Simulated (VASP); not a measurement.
Set up this calculation in VASP 6.6.1, as the native input.

- Task: single point
- Functional: PBE
- Potentials or basis: VASP PAW PBE potentials, release 64 (Se, Ga_d, Cu)
- Cutoff: 520 eV
- k mesh: 7 × 7 × 5
- Occupations: fermi-dirac, width 0.05 eV
- Spin: no spin polarisation
- Dipole correction: no
- Further INCAR settings: ALGO = Normal; EDIFF = 1e-06; NBANDS = 26

The structure of GaCuSe2 lies in POSCAR:

```
GaCuSe2
1.0
    3.7490835857      0.0000000000      0.0000000000
    0.0000000000      3.7490835857      0.0000000000
    0.0000000000      0.0000000000      5.2305483848
Se Ga Cu
2 1 1
Direct
    0.5000000000      0.5000000000      0.0000000000
    0.0000000000      0.0000000000      0.5000000000
    0.5000000000      0.5000000000      0.5000000000
    0.0000000000      0.0000000000      0.0000000000
```

These files were run (other wordings do the same):

INCAR

```
ALGO     = Normal         # electronic algorithm
EDIFF    = 1E-6           # SCF threshold, eV
ENCUT    = 520            # plane-wave cutoff, eV
GGA      = PE             # functional
ISIF     = 2              # what is computed and relaxed
ISMEAR   = -1             # smearing method
LASPH    = T              # aspherical terms in the spheres
LCHARG   = T              # write CHGCAR
LELF     = T              # ELF
LREAL    = F              # projectors in reciprocal space
LVHAR    = T            
LWAVE    = F              # write WAVECAR
NBANDS   = 26             # bands
NELM     = 100            # most SCF steps
PREC     = Accurate       # precision mode
SIGMA    = 0.05           # smearing width, eV
```

KPOINTS

```
k-points
0
Gamma
  7 7 5
```

Potentials or basis: VASP PAW PBE potentials, release 64 (Se, Ga_d, Cu).

Run with:

```sh
$ cat potpaw_PBE.64/Se/POTCAR potpaw_PBE.64/Ga_d/POTCAR potpaw_PBE.64/Cu/POTCAR > POTCAR
$ mpirun -np 1 vasp_std > vasp.out
```

Results of the run:

| Property | Result |
| --- | --- |
| Pressure | 1.8 GPa |
| Band gap on the k mesh | zero (band 18 reaches 6.01 eV, above the bottom of band 19 at 3.84 eV) |

It took 90 s on 1 thread of AMD EPYC 7R13 Processor (Zen 3), on a shared host, peak memory 0.18 GiB.
